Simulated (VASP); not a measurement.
# PbS (R3m) in VASP: single point with LDA

Aim: the single point of PbS with LDA.

Everything below comes from runs of VASP 6.6.1. Logs are shortened: lines on timing, memory, paths and dates and some standing lists are left out, and cuts for length are marked.

### Step 1. The cell of the first run

It takes space group R3m (No. 160, trigonal). The conventional cell has a = 4.225 Å, b = 4.225 Å, c = 10.356 Å, α = 90.00°, β = 90.00°, γ = 120.00°. Pb (site symmetry 3m) has 6 S at 2.96 to 3.02 Å within 3.9 Å. S (site symmetry 3m) has 6 Pb at 2.96 to 3.02 Å within 3.9 Å.

### Step 2. Single point, LDA

The input, INCAR:

```
SYSTEM = PbS
  PREC = Accurate
  ENCUT = 500
  EDIFF = 1E-6
  ISMEAR = 0
  SIGMA = 0.1
  LREAL = .False.
  LASPH = .True.
  NELM = 120
  ALGO = Normal
  ISIF = 2
  LWAVE = .False.
  LCHARG = .True.
  LELF = .True.
  LVHAR = .True.
  NBANDS = 17
  GGA_COMPAT = .False.
```

The input, KPOINTS:

```
regular mesh
0
Gamma
  5 5 5
  0 0 0
```

The input, POSCAR:

```
PbS
1.0
    2.1126620000      1.2197460000      3.4519160000
   -2.1126620000      1.2197460000      3.4519160000
    0.0000000000     -2.4394920000      3.4519160000
Pb S
1 1
Direct
    0.9805660000      0.9805660000      0.9805660000
    0.4750360000      0.4750360000      0.4750360000
```

Potentials or basis: VASP PAW LDA potentials, release 64 (Pb_d, S).

On the command line:

```console
$ cat potpaw_LDA.64/Pb_d/POTCAR potpaw_LDA.64/S/POTCAR > POTCAR
$ mpirun -np 1 vasp_std > vasp.out
```

OUTCAR:

```text
SYSTEM = PbS
   PREC = Accurate
   ENCUT = 500
   EDIFF = 1E-6
   ISMEAR = 0
   LREAL = .False.
   LASPH = .True.
   NELM = 120
   ISIF = 2

 ion  position               nearest neighbor table
   1  0.981  0.981  0.981-   2 2.96   2 2.96   2 2.96   2 3.02   2 3.02   2 3.02
   2  0.475  0.475  0.475-   1 2.96   1 2.96   1 2.96   1 3.02   1 3.02   1 3.02

  LATTYP: Found a trigonal (rhomboedric) cell.
 ALAT       =     4.2269191028
 COS(alpha) =     0.5003772834

  Lattice vectors:

 A1 = (   2.1126620000,   1.2197460000,   3.4519160000)
 A2 = (  -2.1126620000,   1.2197460000,   3.4519160000)
 A3 = (   0.0000000000,  -2.4394920000,   3.4519160000)

Analysis of symmetry for initial positions (statically):
=====================================================================
 Subroutine PRICEL returns:
 Original cell was already a primitive cell.

 Routine SETGRP: Setting up the symmetry group for a
 trigonal (rhombohedral) supercell.

 Subroutine GETGRP returns: Found  6 space group operations
 (whereof  6 operations were pure point group operations)
 out of a pool of 12 trial point group operations.

The static configuration has the point symmetry C_3v.

Analysis of symmetry for dynamics (positions and initial velocities):
=====================================================================
 Subroutine PRICEL returns:
 Original cell was already a primitive cell.

 Routine SETGRP: Setting up the symmetry group for a
 trigonal (rhombohedral) supercell.

 Subroutine GETGRP returns: Found  6 space group operations
 (whereof  6 operations were pure point group operations)
 out of a pool of 12 trial point group operations.

The dynamic configuration has the point symmetry C_3v.

 Subroutine INISYM returns: Found  6 space group operations
 (whereof  6 operations are pure point group operations),
 and found     1 'primitive' translations

----------------------------------------------------------------------------------------

                                     Primitive cell

  volume of cell :      53.3717

  direct lattice vectors                    reciprocal lattice vectors
     2.112662000  1.219746000  3.451916000     0.236668241  0.136640470  0.096564729
    -2.112662000  1.219746000  3.451916000    -0.236668241  0.136640470  0.096564729
     0.000000000 -2.439492000  3.451916000     0.000000000 -0.273280940  0.096564729

  length of vectors
     4.226919103  4.226919103  4.226919125     0.289839993  0.289839993  0.289839989

  position of ions in fractional coordinates (direct lattice)
     0.980566000  0.980566000  0.980566000
     0.475036000  0.475036000  0.475036000

  ion indices of the primitive-cell ions
   primitive index   ion index
                 1           1
                 2           2

----------------------------------------------------------------------------------------

 KPOINTS: regular mesh

Automatic generation of k-mesh.
 Grid dimensions read from file:
 generate k-points for:    5    5    5

 Generating k-lattice:

  Cartesian coordinates                     Fractional coordinates (reciprocal lattice)
     0.047333648  0.027328094  0.019312946     0.200000000 -0.000000000  0.000000000
    -0.047333648  0.027328094  0.019312946    -0.000000000  0.200000000  0.000000000
     0.000000000 -0.054656188  0.019312946     0.000000000  0.000000000  0.200000000

  Length of vectors
     0.057967999  0.057967999  0.057967998

  Shift w.r.t. Gamma in fractional coordinates (k-lattice)
     0.000000000  0.000000000  0.000000000

 Subroutine IBZKPT returns following result:
 ===========================================

 Found     19 irreducible k-points:

 Following reciprocal coordinates:
            Coordinates               Weight
  0.000000  0.000000  0.000000      1.000000
  0.200000 -0.000000  0.000000      6.000000
  0.400000  0.000000  0.000000      6.000000
  0.200000  0.200000  0.000000      6.000000
  0.400000  0.200000  0.000000     12.000000
 -0.400000  0.200000 -0.000000     12.000000
[... 11 lines left out ...]
  0.400000  0.400000  0.400000      2.000000
 -0.400000  0.400000  0.400000      6.000000
   k-points           NKPTS =     19   k-points in BZ     NKDIM =     19   number of bands    NBANDS=     17
   number of dos      NEDOS =    301   number of ions     NIONS =      2
   total plane-waves  NPLWV =  32768
   dimension x,y,z NGX =    32 NGY =   32 NGZ =   32
   dimension x,y,z NGXF=    64 NGYF=   64 NGZF=   64
   ions per type =               1   1
   NGX,Y,Z   is equivalent  to a cutoff of  12.59, 12.59, 12.59 a.u.
   NGXF,Y,Z  is equivalent  to a cutoff of  25.17, 25.17, 25.17 a.u.
 SYSTEM =  PbS
   PREC   = accura    normal or accurate (medium, high low for compatibility)
   ISTART =      0    job   : 0-new  1-cont  2-samecut
   ICHARG =      2    charge: 1-file 2-atom 10-const
   ISPIN  =      1    spin polarized calculation?
   LNONCOLLINEAR =      F non collinear calculations
   LSORBIT =      F    spin-orbit coupling
   LASPH  =      T    aspherical Exc in radial PAW
   ENCUT  =  500.0 eV  36.75 Ry    6.06 a.u.   7.71  7.71  7.71*2*pi/ulx,y,z
   NELM   =    120;   NELMIN=  2; NELMDL= -5     # of ELM steps
   EDIFF  = 0.1E-05   stopping-criterion for ELM
   LREAL  =      F    real-space projection
   EDIFFG = 0.1E-04   stopping-criterion for IOM
   NSW    =      0    number of steps for IOM
   IBRION =     -1    ionic relax: 0-MD 1-quasi-New 2-CG
   NFREE  =      0    steps in history (QN), initial steepest desc. (CG)
   ISIF   =      2    stress and relaxation
   ISYM   =      2    0-nonsym 1-usesym 2-fastsym
   POTIM  = 0.5000    time-step for ionic-motion
   TEBEG  =    0.0;   TEEND  =   0.0 temperature during run
   PSTRESS=    0.0 pullay stress
   NELECT =      20.0000    total number of electrons
   NUPDOWN=      -1.0000    fix difference up-down
   EMIN   =  10.00;   EMAX   =-10.00  energy-range for DOS
   EFERMI =   0.00;   METHOD = LEGACY
   ISMEAR =     0;   SIGMA  =   0.10  broadening in eV -4-tet -1-fermi 0-gaus
   EFERMI_NEDOS =   21; number of points for ismear=-14 and -15
   IALGO  =     38    algorithm
   IMIX   =      4    mixing-type and parameters
     AMIX     =   0.40;   BMIX     =  1.00
     AMIX_MAG =   1.60;   BMIX_MAG =  1.00
  volume/ion in A,a.u.               =      26.69       180.08
  Fermi-wavevector in a.u.,A,eV,Ry     =   1.180270  2.230386 18.953408  1.393036
  Thomas-Fermi vector in A             =   2.316565
   LORBIT       =      0    0 simple, 1 ext, 2 COOP (PROOUT), +10 PAW based schemes
   GGA     = CA    functional components
   LHFCALC =     F    Hartree Fock is set to
   AEXX    =    0.0000 exact exchange contribution
   IVDW    =     0    specifies the selected vdW correction
   LEPSILON=     F    determine dielectric tensor
   LRPA    =     F    only Hartree local field effects (RPA)
 non-spin polarized calculation
 Gauss-broadening in eV      SIGMA  =   0.10
  energy-cutoff  :      500.00
  volume of cell :       53.37
 maximum number of plane-waves:      1369
   NGX = 15   NGY = 15   NGZ = 15

 number of electron      20.0000002 magnetization

 Free energy of the ion-electron system (eV)
  ---------------------------------------------------
  ext. energy  EPLUGINS =         0.00000000
  ---------------------------------------------------
  free energy    TOTEN  =        -9.97305042 eV

  energy without entropy =       -9.97305042  energy(sigma->0) =       -9.97305042

 E-fermi :   5.3072     XC(G=0):  -9.9277

 val. band max:        4.8627775618   @ k =   0.4000   0.0000   0.0000
 cond. band min:       6.1062914051   @ k =   0.4000   0.0000   0.0000
 fundamental gap:      1.2435138434
 Fermi energy:         5.3071793262

 k-point     1 :       0.0000    0.0000    0.0000
  band No.  band energies     occupation
      1     -11.4449      2.00000
      2     -11.4445      2.00000
      3     -11.4445      2.00000
      4     -11.4356      2.00000
      5     -11.4356      2.00000
      6      -8.0817      2.00000
[... 9 lines left out ...]
     16      12.0216      0.00000
     17      13.7963      0.00000

 k-point     2 :       0.2000   -0.0000    0.0000
  band No.  band energies     occupation
      1     -11.4479      2.00000
      2     -11.4475      2.00000
      3     -11.4429      2.00000
      4     -11.4277      2.00000
      5     -11.4274      2.00000
      6      -7.7541      2.00000
[... 9 lines left out ...]
     16      12.8119      0.00000
     17      16.1313      0.00000

 k-point     3 :       0.4000    0.0000    0.0000
  band No.  band energies     occupation
      1     -11.4632      2.00000
      2     -11.4625      2.00000
      3     -11.4415      2.00000
      4     -11.4041      2.00000
      5     -11.4037      2.00000
      6      -7.0239      2.00000
[... 9 lines left out ...]
     16      14.6998      0.00000
     17      16.5439      0.00000

 k-point     4 :       0.2000    0.2000    0.0000
  band No.  band energies     occupation
      1     -11.4679      2.00000
      2     -11.4530      2.00000
      3     -11.4273      2.00000
      4     -11.4254      2.00000
      5     -11.4251      2.00000
      6      -7.6365      2.00000
[... 9 lines left out ...]
     16      14.2985      0.00000
     17      14.8668      0.00000
[... 243 lines left out ...]
      1     -11.5497      2.00000
      2     -11.4546      2.00000
      3     -11.4230      2.00000
      4     -11.3979      2.00000
      5     -11.3918      2.00000
      6      -6.4416      2.00000
[... 9 lines left out ...]
     16      16.4826      0.00000
     17      17.6629      0.00000

 k-point    18 :       0.4000    0.4000    0.4000
  band No.  band energies     occupation
      1     -11.4626      2.00000
      2     -11.4626      2.00000
      3     -11.4419      2.00000
      4     -11.4039      2.00000
      5     -11.4039      2.00000
      6      -7.0293      2.00000
[... 9 lines left out ...]
     16      14.7025      0.00000
     17      16.5512      0.00000

 k-point    19 :      -0.4000    0.4000    0.4000
  band No.  band energies     occupation
      1     -11.4914      2.00000
      2     -11.4503      2.00000
      3     -11.4325      2.00000
      4     -11.4137      2.00000
      5     -11.4019      2.00000
      6      -6.6879      2.00000
[... 9 lines left out ...]
     16      14.7060      0.00000
     17      16.9013      0.00000

------------------------ aborting loop because EDIFF is reached ----------------------------------------

  FORCE on cell =-STRESS in cart. coord.  units (eV):
  Direction    XX          YY          ZZ          XY          YZ          ZX
  --------------------------------------------------------------------------------------
  -------------------------------------------------------------------------------------
  Total       -1.2900004     -1.2900005     -1.2838206      0.0000000     -0.0000000      0.0000000
  in kB      -38.7248321    -38.7248337    -38.5393190      0.0000000     -0.0000000      0.0000000
  external PRESSURE =     -38.6629949 kB  Pullay stress =       0.0000000 kB

 VOLUME and BASIS-vectors are now :
 -----------------------------------------------------------------------------
  energy-cutoff  :      500.00
  volume of cell :       53.37
      direct lattice vectors                 reciprocal lattice vectors
     2.112662000  1.219746000  3.451916000     0.236668241  0.136640470  0.096564729
    -2.112662000  1.219746000  3.451916000    -0.236668241  0.136640470  0.096564729
     0.000000000 -2.439492000  3.451916000     0.000000000 -0.273280940  0.096564729

 POSITION                                       TOTAL-FORCE (eV/Angst)
 -----------------------------------------------------------------------------------
      0.00000      0.00000     10.15449         0.000000      0.000000      0.005950
      0.00000      0.00000      4.91935         0.000000      0.000000     -0.005950
 -----------------------------------------------------------------------------------
    total drift:                               -0.000000     -0.000000     -0.000543

  FREE ENERGIE OF THE ION-ELECTRON SYSTEM (eV)
  ---------------------------------------------------
  free  energy   TOTEN  =        -9.9730504176 eV

  energy  without entropy=       -9.9730504176  energy(sigma->0) =       -9.97305042
```

Run time: 20 s. Hardware: 1 thread of Intel Xeon 8259CL, shared host; peak memory 0.16 GiB.

What came out:

| Property | Result |
| --- | --- |
| Free energy | -9.9731 eV |
| Pressure | -3.9 GPa |
| Largest force | 0.006 eV/Å |

Forces on the atoms (eV/Å):
```
Pb   0.000  0.000  0.006
S    0.000  0.000 -0.006
```

Caveat: this odd mesh misses L, where the gap lies, so gap, dielectric constants and Born charges aren't listed; spin-orbit coupling is left out, which moves the levels of the heavy elements.
